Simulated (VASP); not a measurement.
Runs of VASP 6.6.1 on AlGa2N3. The structure is that of space group I-4m2 (No. 119), or close to it. The cells are those of the table. 

```csv
task,cell,k mesh,cutoff (eV),smearing,gap on the mesh (eV),pressure (GPa),largest force (eV/Å)
relaxation of shape and atoms at fixed volume,"relaxed from a = 6.880 Å, angles 154.1, 154.1, 37.0°, 6 atoms",12 × 12 × 12,600,gaussian 0.02 eV,(b),20.3,0.01
relaxation of shape and atoms at fixed volume,"relaxed from a = 6.957 Å, angles 154.1, 154.1, 37.0°, 6 atoms",12 × 12 × 12,600,gaussian 0.02 eV,2.68,12.4,0.01
single point,"a = 6.795 Å, angles 154.0, 154.0, 37.1°, 6 atoms",12 × 12 × 12,520,gaussian 0.02 eV,(a),29.8,-
single point,"a = 7.102 Å, angles 154.1, 154.1, 37.0°, 6 atoms",8 × 8 × 8,520,gaussian 0.1 eV,2.25,0.0,0.02
```

Alike in all rows: level PBE; potentials or basis VASP PAW PBE potentials, release 64 (Al, Ga_d, N); no spin polarisation.

Fill in the values left out.

(a) 3.15; (b) 2.91.

Caveats: the cell stands under pressure (at least some runs).

A k mesh can miss the band edges, and the runs leave out spin-orbit coupling on Ga.
